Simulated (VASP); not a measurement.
**MoS2: single point with PBEsol+U**

The system is MoS2, a slab with vacuum.

```
Mo S
1.0
     3.14302    0.00000    0.00000
    -1.57151    2.72193    0.00000
     0.00000    0.00000   27.95163
Mo S
3 6
Direct
  0.33333 0.66667 0.22386
  0.33333 0.66667 0.77614
  0.66667 0.33333 0.00000
  0.66667 0.33333 0.16815
  0.66667 0.33333 0.72047
  0.33333 0.66667 0.94429
  0.66667 0.33333 0.27953
  0.66667 0.33333 0.83185
  0.33333 0.66667 0.05571
```

| Property | Result |
| --- | --- |
| Program | VASP 6.6.1 |
| Task | single point |
| Functional | PBEsol |
| Potentials or basis | VASP PAW PBE potentials, release 64 (Mo_sv, S) |
| Cutoff | 520 eV |
| k mesh | 10 × 10 × 1 |
| Occupations | fermi-dirac, width 0.05 eV |
| Spin | no spin polarisation |
| Hubbard terms | Mo d U = 5.0 eV |

```yaml
Largest_force: 0.386 eV/Å
Band_gap_on_the_k_mesh: 1.26 eV, indirect (least direct gap 1.90 eV)
```

Forces in eV/Å, atoms in the order of the input:
```
Mo   0.000  0.000  0.002
Mo   0.000  0.000 -0.002
Mo   0.000  0.000  0.000
S    0.000  0.000 -0.379
S    0.000  0.000 -0.386
S    0.000  0.000 -0.377
S    0.000  0.000  0.386
S    0.000  0.000  0.379
S    0.000  0.000  0.377
```

Levels at points of the mesh, in eV from the valence-band top:
```tsv
k point	band 36	band 37	band 38	band 39	band 40	band 41	band 42	band 43
(0.00, 0.00, 0.00)	-1.68	-0.84	-0.33	0.00	2.43	2.43	2.44	2.44
(0.50, 0.00, 0.00)	-1.37	-1.26	-1.22	-1.19	1.98	2.00	2.01	2.33
```

Eigenvalues of the final occupation matrices:
```csv
site,spin,trace,eigenvalues
site 1 d,1,1.97,0.38 0.38 0.39 0.39 0.42
site 1 d,2,1.97,0.38 0.38 0.39 0.39 0.42
site 2 d,1,1.97,0.38 0.38 0.39 0.39 0.42
site 2 d,2,1.97,0.38 0.38 0.39 0.39 0.42
site 3 d,1,1.97,0.38 0.38 0.39 0.39 0.43
site 3 d,2,1.97,0.38 0.38 0.39 0.39 0.43
```

Wall time 2.1 min on 1 thread of Intel(R) Xeon(R) 6975P-C (Granite Rapids), with other jobs on the host, peak memory 0.4 GiB.

Caveat: the PAW data sets were made with another functional, which shifts forces and pressure a little.
